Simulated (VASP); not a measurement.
A run of VASP 6.6.1 is set up as follows.

POSCAR

```
C
1.0
    0.0000000000      1.7445216597      1.7880464072
    1.7445216597      0.0000000000      1.7880464072
    1.7445216597      1.7445216597      0.0000000000
C
2
Direct
    0.0000000000      0.0000000000      0.0000000000
    0.2500000000      0.2500000000      0.2500000000
```

Contents of INCAR.step1:

```
SYSTEM = C
ALGO = Normal ; EDIFF = 1E-8
ENCUT = 500 ; GGA = PE
ISMEAR = 0 ; LASPH = .True.
LCHARG = .False. ; LREAL = .False.
LWAVE = .True. ; NELM = 60
PREC = Accurate ; SIGMA = 0.01
```

INCAR.step2

```
SYSTEM = C
ALGO = Exact ; EDIFF = 1E-8
ENCUT = 500 ; GGA = PE
ISMEAR = 0 ; ISTART = 1
LASPH = .True. ; LCHARG = .False.
LOPTICS = .True. ; LREAL = .False.
LWAVE = .True. ; NBANDS = 49
NELM = 1 ; PREC = Accurate
SIGMA = 0.01
```

The input INCAR.step3:

```
SYSTEM = C
ALGO = EVGW0 ; EDIFF = 1E-8
ENCUT = 500 ; ENCUTGW = 150.0
GGA = PE ; ISMEAR = 0
ISTART = 1 ; LASPH = .True.
LCHARG = .False. ; LREAL = .False.
LWAVE = .False. ; NBANDS = 49
NBANDSGW = 12 ; NELMGW = 1
NOMEGA = 48 ; PREC = Accurate
PRECFOCK = Fast ; SIGMA = 0.01
```

File KPOINTS:

```
k-points
0
Gamma
  6 6 6
  0 0 0
```

Potentials or basis: VASP PAW PBE potentials, release 64 (C_GW).

Command:

```bash
$ cat potpaw_PBE.64/C_GW/POTCAR > POTCAR
$ cp INCAR.step1 INCAR
$ mpirun -np 1 vasp_std > vasp.out
$ cp INCAR.step2 INCAR
$ mpirun -np 1 vasp_std > vasp.out
$ cp INCAR.step3 INCAR
$ mpirun -np 1 vasp_std > vasp.out
```

Question: What does it give for the quasiparticle gap?

Answer: 5.20 eV.

Question: Estimate the least direct quasiparticle gap.

Answer: 7.18 eV.

Question: What does it give for the band gap of the starting levels on the mesh?

Answer: 3.93 eV.

Question: Estimate the least direct gap of the starting levels on the mesh.

Answer: 5.48 eV.

Caveat: the k points lie up to 0.52 Å⁻¹ apart; bands, screening cutoff and mesh are small and nothing is extrapolated, so the quasiparticle values aren't converged.
